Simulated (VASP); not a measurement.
# Al2O3 (P-3m1) in VASP: a series of runs

Al2O3 is run at these levels: LDA; tasks: single point.

All numbers are computed with VASP 6.6.1; they aren't measurements. Logs are shortened: lines on timing, memory, paths and dates and some standing lists are left out, and cuts for length are marked.

## Step 1: The cell of the first run

Symmetry: P-3m1, No. 164, trigonal system. Conventional cell: a = 2.776 Å, b = 2.776 Å, c = 6.969 Å, α = 90.00°, β = 90.00°, γ = 120.00°. Al (site symmetry 3m) has 4 O at 1.55 to 1.69 Å within 2.1 Å. O (site symmetry 3m) has 3 Al at 1.69 Å within 2.3 Å. Within 2.1 Å of O (site symmetry -3m) lie 2 Al at 1.55 Å.

## Step 2: Single point, LDA (strain -0.080 along x and y, -0.080 along z)

Contents of INCAR:

```
PREC = Accurate ; ENCUT = 520
EDIFF = 1E-6 ; ISMEAR = 0
SIGMA = 0.05 ; LREAL = False
LASPH = True ; NELM = 80
ALGO = Normal ; ISIF = 2
LWAVE = False ; LCHARG = False
NBANDS = 20
```

Contents of KPOINTS:

```
Automatic mesh
0
Gamma
  12 12 4
```

Contents of POSCAR:

```
Al2O3
1.0
    2.7760839405      0.0000000000      0.0000000000
   -1.3880419702      2.4041592155      0.0000000000
    0.0000000000      0.0000000000      6.9686651220
Al O
2 3
Direct
    0.0000000000      0.0000000000      0.2779510000
    0.0000000000      0.0000000000      0.7220490000
    0.3333333333      0.6666666667      0.1994540000
    0.6666666667      0.3333333333      0.8005460000
    0.0000000000      0.0000000000      0.5000000000
```

Potentials or basis: VASP PAW LDA potentials, release 64 (Al, O).

Command:

```
$ cat potpaw_LDA.64/Al/POTCAR potpaw_LDA.64/O/POTCAR > POTCAR
$ mpirun -np 1 vasp_std > vasp.out
```

OUTCAR:

```text
PREC = Accurate
   ENCUT = 520
   EDIFF = 1E-6
   ISMEAR = 0
   LREAL = False
   LASPH = True
   NELM = 80
   ISIF = 2

 ion  position               nearest neighbor table
   1  0.000  0.000  0.278-   5 1.55   3 1.69   3 1.69   3 1.69   2 3.09
   2  0.000  0.000  0.722-   5 1.55   4 1.69   4 1.69   4 1.69   1 3.09
   3  0.333  0.667  0.199-   1 1.69   1 1.69   1 1.69
   4  0.667  0.333  0.801-   2 1.69   2 1.69   2 1.69
   5  0.000  0.000  0.500-   1 1.55   2 1.55

  LATTYP: Found a hexagonal cell.
 ALAT       =     2.7760839405
 C/A-ratio  =     2.5102501478

  Lattice vectors:

 A1 = (   2.7760839405,   0.0000000000,   0.0000000000)
 A2 = (  -1.3880419702,   2.4041592155,   0.0000000000)
 A3 = (   0.0000000000,   0.0000000000,   6.9686651220)

Analysis of symmetry for initial positions (statically):
=====================================================================
 Subroutine PRICEL returns:
 Original cell was already a primitive cell.

 Routine SETGRP: Setting up the symmetry group for a
 hexagonal supercell.

 Subroutine GETGRP returns: Found 12 space group operations
 (whereof 12 operations were pure point group operations)
 out of a pool of 24 trial point group operations.

The static configuration has the point symmetry D_3d.

Analysis of symmetry for dynamics (positions and initial velocities):
=====================================================================
 Subroutine PRICEL returns:
 Original cell was already a primitive cell.

 Routine SETGRP: Setting up the symmetry group for a
 hexagonal supercell.

 Subroutine GETGRP returns: Found 12 space group operations
 (whereof 12 operations were pure point group operations)
 out of a pool of 24 trial point group operations.

The dynamic configuration has the point symmetry D_3d.

 Subroutine INISYM returns: Found 12 space group operations
 (whereof 12 operations are pure point group operations),
 and found     1 'primitive' translations

----------------------------------------------------------------------------------------

                                     Primitive cell

  volume of cell :      46.5099

  direct lattice vectors                    reciprocal lattice vectors
     2.776083940  0.000000000  0.000000000     0.360219655  0.207972915  0.000000000
    -1.388041970  2.404159216  0.000000000     0.000000000  0.415945830  0.000000000
     0.000000000  0.000000000  6.968665122     0.000000000  0.000000000  0.143499506

  length of vectors
     2.776083940  2.776083940  6.968665122     0.415945830  0.415945830  0.143499506

  position of ions in fractional coordinates (direct lattice)
     0.000000000  0.000000000  0.277951000
     0.000000000  0.000000000  0.722049000
     0.333333333  0.666666667  0.199454000
     0.666666667  0.333333333  0.800546000
     0.000000000  0.000000000  0.500000000

  ion indices of the primitive-cell ions
   primitive index   ion index
                 1           1
                 2           2
                 3           3
                 4           4
                 5           5

----------------------------------------------------------------------------------------

 KPOINTS: Automatic mesh

Automatic generation of k-mesh.
 Grid dimensions read from file:
 generate k-points for:   12   12    4

 Generating k-lattice:

  Cartesian coordinates                     Fractional coordinates (reciprocal lattice)
     0.030018305  0.017331076  0.000000000     0.083333333  0.000000000  0.000000000
     0.000000000  0.034662152  0.000000000     0.000000000  0.083333333  0.000000000
     0.000000000  0.000000000  0.035874876     0.000000000  0.000000000  0.250000000

  Length of vectors
     0.034662152  0.034662152  0.035874876

  Shift w.r.t. Gamma in fractional coordinates (k-lattice)
     0.000000000  0.000000000  0.000000000

 Subroutine IBZKPT returns following result:
 ===========================================

 Found     69 irreducible k-points:

 Following reciprocal coordinates:
            Coordinates               Weight
  0.000000  0.000000  0.000000      1.000000
  0.083333 -0.000000  0.000000      6.000000
  0.166667 -0.000000  0.000000      6.000000
  0.250000  0.000000  0.000000      6.000000
  0.333333 -0.000000  0.000000      6.000000
  0.416667 -0.000000  0.000000      6.000000
[... 16 lines left out ...]
  0.166667 -0.000000  0.250000      6.000000
  0.000000  0.166667  0.250000      6.000000
 [... further k-points ...]
   k-points           NKPTS =     69   k-points in BZ     NKDIM =     69   number of bands    NBANDS=     20
   number of dos      NEDOS =    301   number of ions     NIONS =      5
   total plane-waves  NPLWV =  31104
   dimension x,y,z NGX =    24 NGY =   24 NGZ =   54
   dimension x,y,z NGXF=    48 NGYF=   48 NGZF=  108
   ions per type =               2   3
   NGX,Y,Z   is equivalent  to a cutoff of  14.37, 14.37, 12.88 a.u.
   NGXF,Y,Z  is equivalent  to a cutoff of  28.74, 28.74, 25.76 a.u.
 SYSTEM =  unknown system
   PREC   = accura    normal or accurate (medium, high low for compatibility)
   ISTART =      0    job   : 0-new  1-cont  2-samecut
   ICHARG =      2    charge: 1-file 2-atom 10-const
   ISPIN  =      1    spin polarized calculation?
   LNONCOLLINEAR =      F non collinear calculations
   LSORBIT =      F    spin-orbit coupling
   LASPH  =      T    aspherical Exc in radial PAW
   ENCUT  =  520.0 eV  38.22 Ry    6.18 a.u.   5.16  5.16 12.96*2*pi/ulx,y,z
   NELM   =     80;   NELMIN=  2; NELMDL= -5     # of ELM steps
   EDIFF  = 0.1E-05   stopping-criterion for ELM
   LREAL  =      F    real-space projection
   EDIFFG = 0.1E-04   stopping-criterion for IOM
   NSW    =      0    number of steps for IOM
   IBRION =     -1    ionic relax: 0-MD 1-quasi-New 2-CG
   NFREE  =      0    steps in history (QN), initial steepest desc. (CG)
   ISIF   =      2    stress and relaxation
   ISYM   =      2    0-nonsym 1-usesym 2-fastsym
   POTIM  = 0.5000    time-step for ionic-motion
   TEBEG  =    0.0;   TEEND  =   0.0 temperature during run
   PSTRESS=    0.0 pullay stress
   NELECT =      24.0000    total number of electrons
   NUPDOWN=      -1.0000    fix difference up-down
   EMIN   =  10.00;   EMAX   =-10.00  energy-range for DOS
   EFERMI =   0.00;   METHOD = LEGACY
   ISMEAR =     0;   SIGMA  =   0.05  broadening in eV -4-tet -1-fermi 0-gaus
   EFERMI_NEDOS =   21; number of points for ismear=-14 and -15
   IALGO  =     38    algorithm
   IMIX   =      4    mixing-type and parameters
     AMIX     =   0.40;   BMIX     =  1.00
     AMIX_MAG =   1.60;   BMIX_MAG =  1.00
  volume/ion in A,a.u.               =       9.30        62.77
  Fermi-wavevector in a.u.,A,eV,Ry     =   1.313097  2.481393 23.459484  1.724223
  Thomas-Fermi vector in A             =   2.443443
   LORBIT       =      0    0 simple, 1 ext, 2 COOP (PROOUT), +10 PAW based schemes
   GGA     = CA    functional components
   LHFCALC =     F    Hartree Fock is set to
   AEXX    =    0.0000 exact exchange contribution
   IVDW    =     0    specifies the selected vdW correction
   LEPSILON=     F    determine dielectric tensor
   LRPA    =     F    only Hartree local field effects (RPA)
 non-spin polarized calculation
 Gauss-broadening in eV      SIGMA  =   0.05
  energy-cutoff  :      520.00
  volume of cell :       46.51
 maximum number of plane-waves:      1263
 NGX is ok and might be reduce to    24
   NGX = 11   NGY = 11   NGZ = 25

 number of electron      23.9999999 magnetization

 Free energy of the ion-electron system (eV)
  ---------------------------------------------------
  ext. energy  EPLUGINS =         0.00000000
  ---------------------------------------------------
  free energy    TOTEN  =       -38.19585454 eV

  energy without entropy =      -38.19585454  energy(sigma->0) =      -38.19585454

 E-fermi :   6.0102     XC(G=0): -11.3793

 val. band max:        5.7337848930   @ k =   0.0000   0.0000   0.0000
 cond. band min:       9.8389419919   @ k =   0.0000   0.0000   0.0000
 fundamental gap:      4.1051570989
 Fermi energy:         6.0101536726

 k-point     1 :       0.0000    0.0000    0.0000
  band No.  band energies     occupation
      1     -14.9417      2.00000
      2     -14.5551      2.00000
      3     -11.6443      2.00000
      4      -0.7562      2.00000
      5       0.2344      2.00000
      6       1.6944      2.00000
[... 12 lines left out ...]
     19      19.9797      0.00000
     20      20.2481      0.00000

 k-point     2 :       0.0833   -0.0000    0.0000
  band No.  band energies     occupation
      1     -14.8578      2.00000
      2     -14.4821      2.00000
      3     -11.5940      2.00000
      4      -0.7015      2.00000
      5       0.2611      2.00000
      6       1.3780      2.00000
[... 12 lines left out ...]
     19      20.0376      0.00000
     20      20.1879      0.00000

 k-point     3 :       0.1667   -0.0000    0.0000
  band No.  band energies     occupation
      1     -14.6188      2.00000
      2     -14.2759      2.00000
      3     -11.4546      2.00000
      4      -0.6308      2.00000
      5       0.1719      2.00000
      6       0.7376      2.00000
[... 12 lines left out ...]
     19      19.8895      0.00000
     20      20.7122      0.00000

 k-point     4 :       0.2500    0.0000    0.0000
  band No.  band energies     occupation
      1     -14.2638      2.00000
      2     -13.9772      2.00000
      3     -11.2608      2.00000
      4      -0.9896      2.00000
      5      -0.5598      2.00000
      6       0.4532      2.00000
[... 429 lines left out ...]
 k-point    23 :       0.1667   -0.0000    0.2500
  band No.  band energies     occupation
      1     -14.5754      2.00000
      2     -14.3288      2.00000
      3     -11.4405      2.00000
      4      -0.7881      2.00000
      5       0.2983      2.00000
      6       0.6019      2.00000
[... 12 lines left out ...]
     19      19.8342      0.00000
     20      20.6020      0.00000

 k-point    24 :       0.0000    0.1667    0.2500
  band No.  band energies     occupation
      1     -14.5734      2.00000
      2     -14.3312      2.00000
      3     -11.4398      2.00000
      4      -0.8069      2.00000
      5       0.2174      2.00000
      6       0.6407      2.00000
[... 12 lines left out ...]
     19      20.2263      0.00000
     20      20.7553      0.00000

 [... further k-points ...]

------------------------ aborting loop because EDIFF is reached ----------------------------------------

  FORCE on cell =-STRESS in cart. coord.  units (eV):
  Direction    XX          YY          ZZ          XY          YZ          ZX
  --------------------------------------------------------------------------------------
  -------------------------------------------------------------------------------------
  Total       14.3958433     14.3958433     19.5204754      0.0000000     -0.0000000     -0.0000000
  in kB      495.9093285    495.9093285    672.4431256      0.0000000     -0.0000000     -0.0000000
  external PRESSURE =     554.7539275 kB  Pullay stress =       0.0000000 kB

 VOLUME and BASIS-vectors are now :
 -----------------------------------------------------------------------------
  energy-cutoff  :      520.00
  volume of cell :       46.51
      direct lattice vectors                 reciprocal lattice vectors
     2.776083940  0.000000000  0.000000000     0.360219655  0.207972915  0.000000000
    -1.388041970  2.404159216  0.000000000     0.000000000  0.415945830  0.000000000
     0.000000000  0.000000000  6.968665122     0.000000000  0.000000000  0.143499506

 POSITION                                       TOTAL-FORCE (eV/Angst)
 -----------------------------------------------------------------------------------
      0.00000      0.00000      1.93695         0.000000      0.000000     -3.003869
      0.00000      0.00000      5.03172         0.000000     -0.000000      3.003869
     -0.00000      1.60277      1.38993        -0.000000      0.000000     -2.358244
      1.38804      0.80139      5.57874         0.000000      0.000000      2.358244
      0.00000      0.00000      3.48433         0.000000      0.000000      0.000000
 -----------------------------------------------------------------------------------
    total drift:                                0.000000      0.000000     -0.000000

  FREE ENERGIE OF THE ION-ELECTRON SYSTEM (eV)
  ---------------------------------------------------
  free  energy   TOTEN  =       -38.1958545449 eV

  energy  without entropy=      -38.1958545449  energy(sigma->0) =      -38.19585454
```

Run time: 54 s. Hardware: 1 thread of Intel Xeon 8259CL, shared host; peak memory 0.18 GiB.

Results:

| Item | Value |
| --- | --- |
| Free energy | -38.1959 eV |
| Pressure | 55.5 GPa |
| Largest force | 3.004 eV/Å |
| Band gap on the k mesh | 4.11 eV |

Forces on the atoms (eV/Å):
```
Al   0.000  0.000 -3.004
Al   0.000  0.000  3.004
O    0.000  0.000 -2.358
O    0.000  0.000  2.358
O    0.000  0.000  0.000
```

Levels at points of the mesh, in eV from the valence-band top:
| k point | band 9 | band 10 | band 11 | band 12 | band 13 | band 14 | band 15 | band 16 |
| --- | --- | --- | --- | --- | --- | --- | --- | --- |
| (0.00, 0.00, 0.00) | -4.01 | -2.54 | 0.00 | 0.00 | 4.11 | 6.46 | 8.84 | 12.03 |
| (0.50, 0.00, 0.00) | -3.91 | -3.54 | -2.22 | -0.71 | 4.91 | 7.34 | 9.44 | 10.92 |
| (0.00, 0.00, 0.50) | -4.01 | -3.57 | 0.00 | 0.00 | 5.01 | 5.48 | 9.80 | 10.14 |
| (0.50, 0.00, 0.50) | -3.92 | -3.92 | -2.06 | -0.71 | 5.67 | 6.27 | 9.80 | 9.90 |

Caveat: the cell differs from its parent crystal (strain -0.080 along x and y, -0.080 along z); the cell stands under pressure; forces of over 1 eV/Å act on the atoms, so gaps and moduli don't describe the material at rest.

## Step 3: Single point, LDA (strain -0.080 along x and y, -0.040 along z)

Contents of INCAR:

```
SYSTEM = Al2O3
  PREC = Accurate
  ENCUT = 520
  EDIFF = 1E-7
  ISMEAR = 0
  SIGMA = 0.05
  LREAL = .False.
  LASPH = .True.
  NELM = 100
  ALGO = Normal
  ISIF = 2
  LWAVE = .False.
  LCHARG = .False.
  NBANDS = 20
```

Contents of KPOINTS:

```
Automatic mesh
0
Gamma
  12 12 4
  0 0 0
```

POSCAR, as its differences from that of step 2:

```diff
@@ -4,3 +4,3 @@
    -1.3880419702      2.4041592155      0.0000000000
-    0.0000000000      0.0000000000      6.9686651220
+    0.0000000000      0.0000000000      7.2716505621
 Al O
```

Potentials or basis: VASP PAW LDA potentials, release 64 (Al, O).

Command:

```
$ cat potpaw_LDA.64/Al/POTCAR potpaw_LDA.64/O/POTCAR > POTCAR
$ mpirun -np 1 vasp_std > vasp.out
```

It took 72 s on 1 thread of Intel Xeon 8259CL, shared host; peak memory 0.18 GiB.

The run converged. Its results:

| Item | Value |
| --- | --- |
| Free energy | -38.7775 eV |
| Pressure | 39.0 GPa |
| Largest force | 1.920 eV/Å |
| Band gap on the k mesh | 3.26 eV |

Forces in eV/Å, atoms in the order of the input:
```
Al   0.000  0.000  0.105
Al   0.000  0.000 -0.105
O    0.000  0.000 -1.920
O    0.000  0.000  1.920
O    0.000  0.000  0.000
```

Stress tensor (GPa, compression positive):
```
45.24  0.00  0.00
 0.00 45.24  0.00
 0.00  0.00 26.55
```

Levels at points of the mesh, in eV from the valence-band top:
```
           k point  band 8  band 9  band 10  band 11  band 12  band 13  band 14  band 15  band 16  band 17
(0.00, 0.00, 0.00)   -4.61   -4.61    -3.18     0.00     0.00     3.26     5.61     7.94    10.99    11.23
(0.50, 0.00, 0.00)   -5.28   -4.23    -4.21    -2.71    -0.74     4.23     6.44     8.85    10.04    10.14
(0.00, 0.00, 0.50)   -4.60   -4.60    -4.02     0.00     0.00     4.24     4.52     9.05     9.11    12.88
(0.50, 0.00, 0.50)   -5.31   -4.53    -4.20    -2.60    -0.74     4.83     5.60     9.03     9.16    11.34
```

Caveat: the cell differs from its parent crystal (strain -0.080 along x and y, -0.040 along z); the cell stands under pressure; forces of over 1 eV/Å act on the atoms, so gaps and moduli don't describe the material at rest. A k mesh can miss the band edges.
